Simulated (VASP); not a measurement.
Crystal: CdSiSb2.

```
Cd Sb Si
1.0
     4.40026    0.00000    0.00000
     0.00000    4.40026    0.00000
     0.00000    0.00000    6.49875
Cd Sb Si
1 2 1
Cartesian
  0.0000 0.0000 0.0000
  0.0000 2.2001 1.7373
  2.2001 0.0000 4.7615
  2.2001 2.2001 3.2494
```

```yaml
Program: VASP 6.6.1
Task: relaxation of cell and atoms
Functional: LDA
Potentials_or_basis: VASP PAW LDA potentials, release 64 (Cd, Sb, Si)
Cutoff: 600 eV
k_mesh: 6 × 6 × 4
Occupations: fermi-dirac, width 0.02 eV
Spin: no spin polarisation
```

At the start: pressure -3.3 GPa; volume 31.46 Å³/atom.

Question: Where does the relaxation end?

Answer: Over 10 steps the energy falls by 25.2 meV/atom and the volume is 29.28 Å³/atom (-6.9 %); space group P-4m2 (No. 115, to 0.1 Å) before and after.

The path:
```csv
step,energy change (eV),largest force (eV/Å),pressure (GPa),volume (Å³)
1,0.0000,0.1725,-3.27,125.83
2,-0.0882,0.1404,1.29,114.51
3,-0.0979,0.1567,0.04,117.01
4,-0.0998,0.0825,0.04,117.03
5,-0.1006,0.0163,0.04,117.05
6,-0.1006,0.0102,0.03,117.05
7,-0.1008,0.0058,-0.02,117.18
8,-0.1008,0.0025,-0.07,117.28
9,-0.1009,0.0031,0.03,117.08
10,-0.1009,0.0017,0.00,117.13
```

Final structure:
```yaml
crystal:
  lattice:
    - [4.31262, 0.00000, 0.00000]
    - [0.00000, 4.31262, 0.00000]
    - [0.00000, 0.00000, 6.29767]
  atoms:
    - { symbol: Cd, position: [0.00000, 0.00000, 0.00000] }
    - { symbol: Sb, position: [0.00000, 0.50000, 0.26379] }
    - { symbol: Sb, position: [0.50000, 0.00000, 0.73621] }
    - { symbol: Si, position: [0.50000, 0.50000, 0.50000] }
```
